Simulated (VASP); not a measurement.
**Pb: electric field gradients with PBE**

Pb:

```
Pb
1.0
     0.00000    3.46742    3.46742
     3.46742    0.00000    3.46742
     3.46742    3.46742    0.00000
Pb
2
Cartesian
  0.0000 0.0000 0.0000
  1.7337 1.7337 1.7337
```

This cell differs from its parent crystal: volume scaled by 1.025.

```
Program                : VASP 6.6.1
Task                   : electric field gradients
Functional             : PBE
Potentials or basis    : VASP PAW PBE potentials, release 64 (Pb_d)
Cutoff                 : 520 eV
k mesh                 : 8 × 8 × 8
Occupations            : fermi-dirac, width 0.05 eV
Spin                   : no spin polarisation
Dipole correction      : no
Further INCAR settings : ALGO = Normal; EDIFF = 1e-08; NBANDS = 21
```

```json
{
  "Pressure": "1.5 GPa",
  "Band gap on the k mesh": "zero (band 14 reaches 4.51 eV, above the bottom of band 15 at 3.40 eV)"
}
```

Levels at points of the mesh, in eV from the Fermi level:
| k point | band 12 | band 13 | band 14 | band 15 | band 16 | band 17 |
| --- | --- | --- | --- | --- | --- | --- |
| (0.00, 0.00, 0.00) | -4.11 | 0.34 | 0.34 | 0.34 | 2.34 | 2.34 |
| (0.50, 0.00, 0.00) | -7.12 | -1.02 | -0.77 | -0.77 | 3.44 | 3.44 |
| (0.50, 0.50, 0.00) | -8.48 | -1.96 | -1.96 | 0.82 | 0.82 | 6.97 |

Wall time 18 s on 1 thread of Intel(R) Xeon(R) 6975P-C (Granite Rapids), with other jobs on the host, peak memory 0.21 GiB.

Caveat: without QUAD_EFG the Cq values of the log hold for a quadrupole moment of 1 mb, not for the nuclei; spin-orbit coupling is left out, which moves the levels of the heavy elements.
